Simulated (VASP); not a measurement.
MgO, 4 atoms in the cell. Symmetry: P6_3/mmc, No. 194, hexagonal system. Conventional cell: a = 3.662 Å, b = 3.662 Å, c = 4.324 Å, α = 90.00°, β = 90.00°, γ = 120.00°. Within 2.8 Å of Mg (site symmetry -6m2) lie 5 O at 2.11 to 2.16 Å. Within 2.8 Å of O (site symmetry -6m2) lie 5 Mg at 2.11 to 2.16 Å. 

```yaml
Program: VASP 6.6.1
Task: single point
Functional: PBE
Potentials_or_basis: VASP PAW PBE potentials, release 64 (Mg, O)
Cutoff: 520 eV
k_mesh: 9 × 9 × 6
Occupations: gaussian, width 0.05 eV
Spin: no spin polarisation
Dipole_correction: no
Further_INCAR_settings: ALGO = Normal; EDIFF = 1e-07; NBANDS = 16
```

Potentials or basis: VASP PAW PBE potentials, release 64 (Mg, O).

The run is started by

```console
$ cat potpaw_PBE.64/Mg/POTCAR potpaw_PBE.64/O/POTCAR > POTCAR
$ mpirun -np 1 vasp_std > vasp.out
```

Hardware: 1 thread of AMD EPYC 7R43 64-Core Processor (Zen 3), with other jobs on the host.

**Question.** How long does it take, and how much memory?

**Answer.** Wall time 57 s on 1 thread of AMD EPYC 7R43 64-Core Processor (Zen 3), with other jobs on the host, peak memory 0.15 GiB. Counts: scf iterations 14, k points 48.
